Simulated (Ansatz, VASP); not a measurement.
## LiH in VASP and in Ansatz

```
Li H
1.0
    -0.00977    1.94957    1.94957
     1.94957   -0.00977    1.94957
     1.94957    1.94957   -0.00977
Li H
1 1
Direct
  0.00000 0.00000 0.00000
  0.50000 0.50000 0.50000
```

Change from the starting cell: equal xy, yz and zx engineering shears of -0.5 %.

Alike in both runs: functional LDA; k mesh 10 × 10 × 10; no spin polarisation.

Ansatz relaxed the structure, and its values are those at the end. VASP's run is a single point on that final structure, the one shown.

|  | VASP | Ansatz |
| --- | --- | --- |
| version | VASP 6.6.1 | Ansatz 0.2.0 |
| potentials or method | VASP PAW LDA potentials, release 64 (Li_sv, H), cutoff 520 eV | all-electron LAPW, scalar-relativistic |
| occupations | gaussian, width 0.01 eV | fixed |

|  | VASP | Ansatz | Ansatz less VASP |
| --- | --- | --- | --- |
| gap on the k mesh at the Fermi level (eV) | 2.53 | 2.54 | +0.012 |

LDA's correlation is that of Perdew and Zunger in VASP and of Perdew and Wang (1992) in Ansatz. Ansatz ran all-electron here, and VASP with PAW potentials.

Noted on VASP's run: the cutoff is short for stress, so the pressure is rough.
